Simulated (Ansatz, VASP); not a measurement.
Two plane-wave programs on Os

File INCAR:

```
SYSTEM = Os
PREC = Accurate
ENCUT = 520
EDIFF = 1E-6
ISMEAR = -1
SIGMA = 0.05
LREAL = .False.
LASPH = .True.
NELM = 150
ALGO = Normal
ISIF = 2
LWAVE = .False.
LCHARG = .True.
MAGMOM = 0 0 0 0 0 0
LORBIT = 11
LSORBIT = .True.
GGA_COMPAT = .False.
LORBMOM = .True.
LMAXMIX = 4
GGA = PS
LVHAR = .True.
NBANDS = 28
```

Contents of KPOINTS:

```
Automatic mesh
0
Gamma
  11 11 6
  0 0 0
```

File POSCAR:

```
Os
1.0
    2.7522071502      0.0000000000      0.0000000000
   -1.3761035751      2.3834813086      0.0000000000
    0.0000000000      0.0000000000      4.3483081185
Os
2
Direct
    0.6666666667      0.3333333333      0.7500000000
    0.3333333333      0.6666666667      0.2500000000
```

input.yaml

```yaml
crystal:
  lattice:
    - [2.7522071502, 0.0, 0.0]
    - [-1.3761035751, 2.3834813086, 0.0]
    - [0.0, 0.0, 4.3483081185]
  atoms:
    - { symbol: Os, position: [0.6666666667, 0.3333333333, 0.75] }
    - { symbol: Os, position: [0.3333333333, 0.6666666667, 0.25] }
hamiltonian:
  xc: pbesol
  pseudopotentials: { kind: paw_fr }
magnetization:
  noncollinear: true
  spin_orbit: true
kpoints:
  mp_grid: { grid: [11, 11, 6] }
scf:
  occupations: { method: fermi_dirac, width: 0.05 }
output:
  forces: true
  stress: true
  eigenvalues: true
```

Alike in both runs: task single point; functional PBEsol; k mesh 11 × 11 × 6; occupations fermi-dirac, width 0.05 eV; non-collinear spin, spin-orbit coupling.

|  | VASP | Ansatz |
| --- | --- | --- |
| version | VASP 6.6.1 | Ansatz 0.2.0 |
| potentials or method | VASP PAW PBE potentials, release 64 (Os) | Ansatz PAW |
| plane-wave cutoff (eV) | 520 | 420 |
| valence electrons in the cell | 16 | 32 |

|  | VASP | Ansatz | Ansatz less VASP |
| --- | --- | --- | --- |
| pressure (GPa) | -10.0 | -10.2 | -0.22 |
| traceless stress, the component that is largest in VASP (GPa) | -0.66 | -0.67 | -0.011 |

VASP's potentials were made for PBE, not for PBEsol. VASP's potentials hold 16 valence electrons a cell and Ansatz's 32, so a difference there can come from the potentials and not from the codes.
